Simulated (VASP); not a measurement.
# SmZn3I2 (Pmm2) in VASP: notebook

The runs below take SmZn3I2 through single point, with PBE.

Program: VASP 6.6.1. These are calculated values, not measurements. Logs are shortened: lines on timing, memory, paths and dates and some standing lists are left out, and cuts for length are marked.

## Step 1: The cell of the first run

Symmetry: Pmm2, No. 25, orthorhombic system. The conventional cell has a = 4.410 Å, b = 4.538 Å, c = 9.068 Å, α = 90.00°, β = 90.00°, γ = 90.00°. Within 4.0 Å of Sm (site symmetry mm2) lie 3 Zn at 3.04 to 3.15 Å and 6 I at 3.21 to 3.39 Å. Zn (site symmetry mm2) has 3 Zn at 2.55 Å within 3.4 Å. Zn (site symmetry mm2) has 1 Zn at 2.55 Å and 2 Sm at 3.04 Å and 4 I at 3.17 Å within 3.4 Å. Within 3.4 Å of Zn (site symmetry mm2) lie 2 Zn at 2.55 Å and 1 Sm at 3.15 Å. Within 4.6 Å of I (site symmetry mm2) lie 10 Zn at 3.17 to 4.29 Å and 2 Sm at 3.21 Å and 6 I at 4.12 to 4.54 Å. I (site symmetry mm2) has 4 Sm at 3.39 Å and 8 Zn at 3.71 to 4.00 Å and 6 I at 4.12 to 4.54 Å within 4.6 Å.

The cell was built from a structure type or drawn by symmetry, and may not be a known phase.

## Step 2: Single point, PBE

The input, INCAR:

```
PREC = Accurate
ENCUT = 500
EDIFF = 1E-6
ISMEAR = 0
SIGMA = 0.2
LREAL = False
LASPH = True
NELM = 200
ALGO = Normal
ISIF = 2
LWAVE = False
LCHARG = False
GGA = PE
NBANDS = 40
GGA_COMPAT = False
LMAXMIX = 6
```

The input, KPOINTS:

```
Automatic mesh
0
Gamma
  4 4 2
```

The input, POSCAR:

```
SmZn3I2
1.0
    4.5380754138      0.0000000000      0.0000000000
    0.0000000000      4.4102806408      0.0000000000
    0.0000000000      0.0000000000      9.0680717167
Sm Zn I
1 3 2
Direct
    0.5000000000      0.0000000000      0.3353471184
    0.5000000000      0.5000000000      0.8239190394
    0.5000000000      0.5000000000      0.1051316641
    0.5000000000      0.0000000000      0.6828160333
    0.0000000000      0.0000000000      1.0842866527
    0.0000000000      0.5000000000      0.4684995021
```

Potentials or basis: VASP PAW PBE potentials, release 64 (Sm_3, Zn, I), 4f in core.

Started as:

```bash
$ cat potpaw_PBE.64/Sm_3/POTCAR potpaw_PBE.64/Zn/POTCAR potpaw_PBE.64/I/POTCAR > POTCAR
$ mpirun -np 1 vasp_std > vasp.out
```

OUTCAR:

```text
PREC = Accurate
   ENCUT = 500
   EDIFF = 1E-6
   ISMEAR = 0
   LREAL = False
   LASPH = True
   NELM = 200
   ISIF = 2
   GGA = PE

 ion  position               nearest neighbor table
   1  0.500  0.000  0.335-   3 3.04   3 3.04   4 3.15   5 3.21   5 3.21   6 3.39   6 3.39   6 3.39
                             6 3.39
   2  0.500  0.500  0.824-   4 2.55   4 2.55   3 2.55
   3  0.500  0.500  0.105-   2 2.55   1 3.04   1 3.04   5 3.17   5 3.17   5 3.17   5 3.17
   4  0.500  0.000  0.683-   2 2.55   2 2.55   1 3.15
   5  0.000  0.000  0.084-   3 3.17   3 3.17   3 3.17   3 3.17   1 3.21   1 3.21
   6  0.000  0.500  0.468-   1 3.39   1 3.39   1 3.39   1 3.39

  LATTYP: Found a simple orthorhombic cell.
 ALAT       =     4.4102806408
 B/A-ratio  =     1.0289765626
 C/A-ratio  =     2.0561212438

  Lattice vectors:

 A1 = (   0.0000000000,  -4.4102806408,   0.0000000000)
 A2 = (   4.5380754138,   0.0000000000,   0.0000000000)
 A3 = (   0.0000000000,   0.0000000000,   9.0680717167)

Analysis of symmetry for initial positions (statically):
=====================================================================
 Subroutine PRICEL returns:
 Original cell was already a primitive cell.

 Routine SETGRP: Setting up the symmetry group for a
 simple orthorhombic supercell.

 Subroutine GETGRP returns: Found  4 space group operations
 (whereof  4 operations were pure point group operations)
 out of a pool of  8 trial point group operations.

The static configuration has the point symmetry C_2v.

Analysis of symmetry for dynamics (positions and initial velocities):
=====================================================================
 Subroutine PRICEL returns:
 Original cell was already a primitive cell.

 Routine SETGRP: Setting up the symmetry group for a
 simple orthorhombic supercell.

 Subroutine GETGRP returns: Found  4 space group operations
 (whereof  4 operations were pure point group operations)
 out of a pool of  8 trial point group operations.

The dynamic configuration has the point symmetry C_2v.

 Subroutine INISYM returns: Found  4 space group operations
 (whereof  4 operations are pure point group operations),
 and found     1 'primitive' translations

----------------------------------------------------------------------------------------

                                     Primitive cell

  volume of cell :     181.4901

  direct lattice vectors                    reciprocal lattice vectors
     4.538075414  0.000000000  0.000000000     0.220357731  0.000000000  0.000000000
     0.000000000  4.410280641  0.000000000     0.000000000  0.226742940  0.000000000
     0.000000000  0.000000000  9.068071717     0.000000000  0.000000000  0.110277028

  length of vectors
     4.538075414  4.410280641  9.068071717     0.220357731  0.226742940  0.110277028

  position of ions in fractional coordinates (direct lattice)
     0.500000000  0.000000000  0.335347118
     0.500000000  0.500000000  0.823919039
     0.500000000  0.500000000  0.105131664
     0.500000000  0.000000000  0.682816033
     0.000000000  0.000000000  0.084286653
     0.000000000  0.500000000  0.468499502

  ion indices of the primitive-cell ions
   primitive index   ion index
                 1           1
                 2           2
                 3           3
                 4           4
                 5           5
                 6           6

----------------------------------------------------------------------------------------

 KPOINTS: Automatic mesh

Automatic generation of k-mesh.
 Grid dimensions read from file:
 generate k-points for:    4    4    2

 Generating k-lattice:

  Cartesian coordinates                     Fractional coordinates (reciprocal lattice)
     0.055089433  0.000000000  0.000000000     0.250000000  0.000000000  0.000000000
     0.000000000  0.056685735  0.000000000     0.000000000  0.250000000  0.000000000
     0.000000000  0.000000000  0.055138514     0.000000000  0.000000000  0.500000000

  Length of vectors
     0.055089433  0.056685735  0.055138514

  Shift w.r.t. Gamma in fractional coordinates (k-lattice)
     0.000000000  0.000000000  0.000000000

 Subroutine IBZKPT returns following result:
 ===========================================

 Found     18 irreducible k-points:

 Following reciprocal coordinates:
            Coordinates               Weight
  0.000000  0.000000  0.000000      1.000000
  0.250000  0.000000  0.000000      2.000000
  0.500000  0.000000  0.000000      1.000000
  0.000000  0.250000  0.000000      2.000000
  0.250000  0.250000  0.000000      4.000000
  0.500000  0.250000  0.000000      2.000000
[... 10 lines left out ...]
  0.250000  0.500000  0.500000      2.000000
  0.500000  0.500000  0.500000      1.000000
   k-points           NKPTS =     18   k-points in BZ     NKDIM =     18   number of bands    NBANDS=     40
   number of dos      NEDOS =    301   number of ions     NIONS =      6
   total plane-waves  NPLWV =  80640
   dimension x,y,z NGX =    36 NGY =   32 NGZ =   70
   dimension x,y,z NGXF=    72 NGYF=   64 NGZF=  140
   ions per type =               1   3   2
   NGX,Y,Z   is equivalent  to a cutoff of  13.19, 12.06, 12.83 a.u.
   NGXF,Y,Z  is equivalent  to a cutoff of  26.38, 24.12, 25.67 a.u.
 SYSTEM =  unknown system
   PREC   = accura    normal or accurate (medium, high low for compatibility)
   ISTART =      0    job   : 0-new  1-cont  2-samecut
   ICHARG =      2    charge: 1-file 2-atom 10-const
   ISPIN  =      1    spin polarized calculation?
   LNONCOLLINEAR =      F non collinear calculations
   LSORBIT =      F    spin-orbit coupling
   LASPH  =      T    aspherical Exc in radial PAW
   ENCUT  =  500.0 eV  36.75 Ry    6.06 a.u.   8.27  8.04 16.53*2*pi/ulx,y,z
   NELM   =    200;   NELMIN=  2; NELMDL= -5     # of ELM steps
   EDIFF  = 0.1E-05   stopping-criterion for ELM
   LREAL  =      F    real-space projection
   EDIFFG = 0.1E-04   stopping-criterion for IOM
   NSW    =      0    number of steps for IOM
   IBRION =     -1    ionic relax: 0-MD 1-quasi-New 2-CG
   NFREE  =      0    steps in history (QN), initial steepest desc. (CG)
   ISIF   =      2    stress and relaxation
   ISYM   =      2    0-nonsym 1-usesym 2-fastsym
   POTIM  = 0.5000    time-step for ionic-motion
   TEBEG  =    0.0;   TEEND  =   0.0 temperature during run
   PSTRESS=    0.0 pullay stress
   NELECT =      61.0000    total number of electrons
   NUPDOWN=      -1.0000    fix difference up-down
   EMIN   =  10.00;   EMAX   =-10.00  energy-range for DOS
   EFERMI =   0.00;   METHOD = LEGACY
   ISMEAR =     0;   SIGMA  =   0.20  broadening in eV -4-tet -1-fermi 0-gaus
   EFERMI_NEDOS =   21; number of points for ismear=-14 and -15
   IALGO  =     38    algorithm
   IMIX   =      4    mixing-type and parameters
     AMIX     =   0.40;   BMIX     =  1.00
     AMIX_MAG =   1.60;   BMIX_MAG =  1.00
  volume/ion in A,a.u.               =      30.25       204.13
  Fermi-wavevector in a.u.,A,eV,Ry     =   1.138240  2.150962 17.627574  1.295590
  Thomas-Fermi vector in A             =   2.274944
   LORBIT       =      0    0 simple, 1 ext, 2 COOP (PROOUT), +10 PAW based schemes
   GGA     = PE    functional components
   LHFCALC =     F    Hartree Fock is set to
   AEXX    =    0.0000 exact exchange contribution
   IVDW    =     0    specifies the selected vdW correction
   LEPSILON=     F    determine dielectric tensor
   LRPA    =     F    only Hartree local field effects (RPA)
 non-spin polarized calculation
 Gauss-broadening in eV      SIGMA  =   0.20
  energy-cutoff  :      500.00
  volume of cell :      181.49
 maximum number of plane-waves:      4624
 NGX is ok and might be reduce to    36
   NGX = 17   NGY = 17   NGZ = 33

 number of electron      60.9999987 magnetization

 Free energy of the ion-electron system (eV)
  ---------------------------------------------------
  ext. energy  EPLUGINS =         0.00000000
  ---------------------------------------------------
  free energy    TOTEN  =       -12.58248262 eV

  energy without entropy =      -12.49222535  energy(sigma->0) =      -12.53735399

 E-fermi :   3.6090     XC(G=0):  -8.9595

 val. band max:        3.5810099568   @ k =   0.0000   0.2500   0.5000
 cond. band min:       3.6554675592   @ k =   0.2500   0.2500   0.5000
 fundamental gap:      0.0744576024
 Fermi energy:         3.6090387129

 k-point     1 :       0.0000    0.0000    0.0000
  band No.  band energies     occupation
      1     -38.8637      2.00000
      2     -18.3113      2.00000
      3     -18.2334      2.00000
      4     -18.1927      2.00000
      5     -10.8496      2.00000
      6     -10.4523      2.00000
[... 32 lines left out ...]
     39       6.8715      0.00000
     40       7.8715      0.00000

 k-point     2 :       0.2500    0.0000    0.0000
  band No.  band energies     occupation
      1     -38.8629      2.00000
      2     -18.3528      2.00000
      3     -18.2238      2.00000
      4     -18.1891      2.00000
      5     -10.7070      2.00000
      6     -10.4271      2.00000
[... 32 lines left out ...]
     39       7.0868      0.00000
     40       7.7392      0.00000

 k-point     3 :       0.5000    0.0000    0.0000
  band No.  band energies     occupation
      1     -38.8621      2.00000
      2     -18.3934      2.00000
      3     -18.2143      2.00000
      4     -18.1854      2.00000
      5     -10.5622      2.00000
      6     -10.3950      2.00000
[... 32 lines left out ...]
     39       7.5393      0.00000
     40       7.9766      0.00000

 k-point     4 :       0.0000    0.2500    0.0000
  band No.  band energies     occupation
      1     -38.8626      2.00000
      2     -18.3067      2.00000
      3     -18.2376      2.00000
      4     -18.2268      2.00000
      5     -10.7024      2.00000
      6     -10.4049      2.00000
[... 32 lines left out ...]
     39       7.6614      0.00000
     40       7.8322      0.00000
[... 514 lines left out ...]
     39       6.8923      0.00000
     40       7.3588      0.00000

 k-point    17 :       0.2500    0.5000    0.5000
  band No.  band energies     occupation
      1     -38.8607      2.00000
      2     -18.3373      2.00000
      3     -18.2710      2.00000
      4     -18.2129      2.00000
      5     -10.5103      2.00000
      6     -10.3400      2.00000
[... 32 lines left out ...]
     39       6.8383      0.00000
     40       7.3304      0.00000

 k-point    18 :       0.5000    0.5000    0.5000
  band No.  band energies     occupation
      1     -38.8599      2.00000
      2     -18.3718      2.00000
      3     -18.2615      2.00000
      4     -18.2048      2.00000
      5     -10.5068      2.00000
      6     -10.2918      2.00000
[... 32 lines left out ...]
     39       6.9715      0.00000
     40       7.5349      0.00000

------------------------ aborting loop because EDIFF is reached ----------------------------------------

  FORCE on cell =-STRESS in cart. coord.  units (eV):
  Direction    XX          YY          ZZ          XY          YZ          ZX
  --------------------------------------------------------------------------------------
  -------------------------------------------------------------------------------------
  Total        0.2662395      0.1606099      0.1651722      0.0000000      0.0000000      0.0000000
  in kB        2.3503372      1.4178494      1.4581246      0.0000000      0.0000000      0.0000000
  external PRESSURE =       1.7421037 kB  Pullay stress =       0.0000000 kB

 VOLUME and BASIS-vectors are now :
 -----------------------------------------------------------------------------
  energy-cutoff  :      500.00
  volume of cell :      181.49
      direct lattice vectors                 reciprocal lattice vectors
     4.538075414  0.000000000  0.000000000     0.220357731  0.000000000  0.000000000
     0.000000000  4.410280641  0.000000000     0.000000000  0.226742940  0.000000000
     0.000000000  0.000000000  9.068071717     0.000000000  0.000000000  0.110277028

 POSITION                                       TOTAL-FORCE (eV/Angst)
 -----------------------------------------------------------------------------------
      2.26904      0.00000      3.04095         0.000000      0.000000      0.049459
      2.26904      2.20514      7.47136         0.000000      0.000000      0.011662
      2.26904      2.20514      0.95334         0.000000      0.000000     -0.049789
      2.26904      0.00000      6.19182         0.000000      0.000000     -0.042509
      0.00000      0.00000      0.76432         0.000000      0.000000      0.020122
      0.00000      2.20514      4.24839         0.000000      0.000000      0.011055
 -----------------------------------------------------------------------------------
    total drift:                                0.000000      0.000000     -0.000526

  FREE ENERGIE OF THE ION-ELECTRON SYSTEM (eV)
  ---------------------------------------------------
  free  energy   TOTEN  =       -12.5824826229 eV

  energy  without entropy=      -12.4922253547  energy(sigma->0) =      -12.53735399
```

Run time: 77 s. Hardware: 1 thread of AMD EPYC 9R45 (Zen 5), shared host; peak memory 0.31 GiB.

Results:

- Free energy: -12.5825 eV
- Pressure: 0.2 GPa
- Largest force: 0.050 eV/Å
- Band gap on the k mesh: zero (an odd number of electrons rules out a gap without spin polarisation)

Forces in eV/Å, atoms in the order of the input:
```
Sm   0.000  0.000  0.049
Zn   0.000  0.000  0.012
Zn   0.000  0.000 -0.050
Zn   0.000  0.000 -0.043
I    0.000  0.000  0.020
I    0.000  0.000  0.011
```

Stress tensor (GPa, compression positive):
```
0.24 0.00 0.00
0.00 0.14 0.00
0.00 0.00 0.15
```

Caveat: spin-orbit coupling is left out, which moves the levels of the heavy elements; the 4f electrons are frozen in the core, so they carry no moment and show no levels; an odd number of electrons without spin polarisation forces a metal; a magnetic or distorted state may lie lower; the run has no spin polarisation, though such a crystal can be magnetic. Spin polarisation is off, so any magnetic state and its effect on volume and gap are missing.

(Part 1 of 2 ends here.)
